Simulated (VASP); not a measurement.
Set up this calculation in VASP 6.6.1, as the native input.

| Item | Value |
| --- | --- |
| Task | single point |
| Functional | PBE |
| Potentials or basis | VASP PAW PBE potentials, release 64 (Rh_pv) |
| Cutoff | 520 eV |
| k mesh | 18 × 18 × 10 |
| Occupations | gaussian, width 0.15 eV |
| Spin | no spin polarisation |
| Dipole correction | no |
| Further INCAR settings | ALGO = Fast; EDIFF = 1e-06; NBANDS = 22 |

The structure of Rh lies in POSCAR:

```
Rh
1.0
    2.8066000000      0.0000000000      0.0000000000
   -1.4033000000      2.4305868982      0.0000000000
    0.0000000000      0.0000000000      4.6658000000
Rh
2
Direct
    0.6666666667      0.3333333333      0.7500000000
    0.3333333333      0.6666666667      0.2500000000
```

This isn't the form of Rh at room conditions, which is fcc.

One way to write it, as run:

INCAR

```
SYSTEM = Rh
PREC = Accurate
ENCUT = 520
EDIFF = 1E-6
ISMEAR = 0
SIGMA = 0.15
LREAL = .FALSE.
LASPH = .TRUE.
NELM = 100
ALGO = Fast
ISIF = 2
LWAVE = .FALSE.
LCHARG = .FALSE.
GGA = PE
NBANDS = 22
```

KPOINTS

```
regular mesh
0
G
  18 18 10
  0 0 0
```

Potentials or basis: VASP PAW PBE potentials, release 64 (Rh_pv).

The run is started by

```sh
$ cat potpaw_PBE.64/Rh_pv/POTCAR > POTCAR
$ mpirun -np 1 vasp_std > vasp.out
```

It gave:

```
Pressure               : -22.1 GPa
Band gap on the k mesh : zero (bands 15 and 16 overlap by 1.95 eV)
```

Caveat: the cell stands under tension.

Run time: 3.6 min on 1 thread of AMD EPYC 7R43 64-Core Processor (Zen 3), with other jobs on the host, peak memory 0.2 GiB.
